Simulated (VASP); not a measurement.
TaSi2: single point with PBE

The system is TaSi2.

```
Ta Si
1.0
     4.71925    0.00000    0.00000
    -2.35962    4.08699    0.00000
     0.00000    0.00000    6.48121
Ta Si
3 6
Direct
  0.50000 0.00000 0.00000
  0.50000 0.50000 0.66667
  0.00000 0.50000 0.33333
  0.15897 0.31794 0.00000
  0.84103 0.15897 0.66667
  0.68206 0.84103 0.33333
  0.84103 0.68206 0.00000
  0.15897 0.84103 0.66667
  0.31794 0.15897 0.33333
```

```json
{
  "Program": "VASP 6.6.1",
  "Task": "single point",
  "Functional": "PBE",
  "Potentials or basis": "VASP PAW PBE potentials, release 64 (Ta_pv, Si)",
  "Cutoff": "520 eV",
  "k mesh": "11 × 11 × 7",
  "Occupations": "fermi-dirac, width 0.05 eV",
  "Spin": "no spin polarisation",
  "Dipole correction": "no",
  "Further INCAR settings": "ALGO = Normal; EDIFF = 1e-06; NBANDS = 38"
}
```

```
Pressure               : 11.4 GPa
Largest force          : 0.004 eV/Å
Band gap on the k mesh : zero (an odd number of electrons rules out a gap without spin polarisation)
```

Forces on the atoms (eV/Å):
```
Ta   0.000  0.000  0.000
Ta   0.000  0.000  0.000
Ta   0.000  0.000  0.000
Si   0.000 -0.004  0.000
Si   0.003 -0.002  0.000
Si   0.003  0.002  0.000
Si   0.000  0.004  0.000
Si  -0.003  0.002  0.000
Si  -0.003 -0.002  0.000
```

Stress tensor (GPa, compression positive):
```
10.54  0.00  0.00
 0.00 10.54  0.00
 0.00  0.00 13.13
```

Levels at points of the mesh, in eV from the Fermi level:
| k point | band 27 | band 28 | band 29 | band 30 | band 31 | band 32 |
| --- | --- | --- | --- | --- | --- | --- |
| (0.00, 0.00, 0.00) | -2.26 | -2.26 | -1.48 | 0.75 | 3.10 | 3.10 |

It took 2.6 min on 1 thread of AMD EPYC 9R45 96-Core Processor (Zen 5) (shared host), peak memory 0.35 GiB.

Caveat: the cell stands under pressure; spin-orbit coupling is left out, which moves the levels of the heavy elements.
